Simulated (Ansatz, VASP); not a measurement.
## Two plane-wave programs on Ag

```
Ag
1.0
     0.00000    2.03000    2.03000
     2.03000    0.00000    2.03000
     2.03000    2.03000    0.00000
Ag
1
Cartesian
  0.0000 0.0000 0.0000
```

Alike in both runs: task single point; functional PBEsol; dispersion D3(BJ); k mesh 8 × 8 × 8; occupations gaussian, width 0.1 eV; no spin polarisation.

|  | VASP | Ansatz |
| --- | --- | --- |
| version | VASP 6.6.1 | Ansatz 0.2.0 |
| potentials or method | VASP PAW PBE potentials, release 64 (Ag), cutoff 500 eV | scalar-relativistic, plane waves, PAW |
| valence electrons in the cell | 11 | 19 |

|  | VASP | Ansatz | Ansatz less VASP |
| --- | --- | --- | --- |
| gap on the k mesh at the Fermi level (eV) | none | none | - |
| pressure (GPa) | -5.5 | -5.3 | +0.21 |

VASP's potentials were made for PBE, not for PBEsol, and Ansatz warns of the same on its side. A gap of «none» marks a metal or a gap that the smearing closes. VASP's potentials hold 11 valence electrons a cell and Ansatz's 19, so a difference there can come from the potentials and not from the codes.
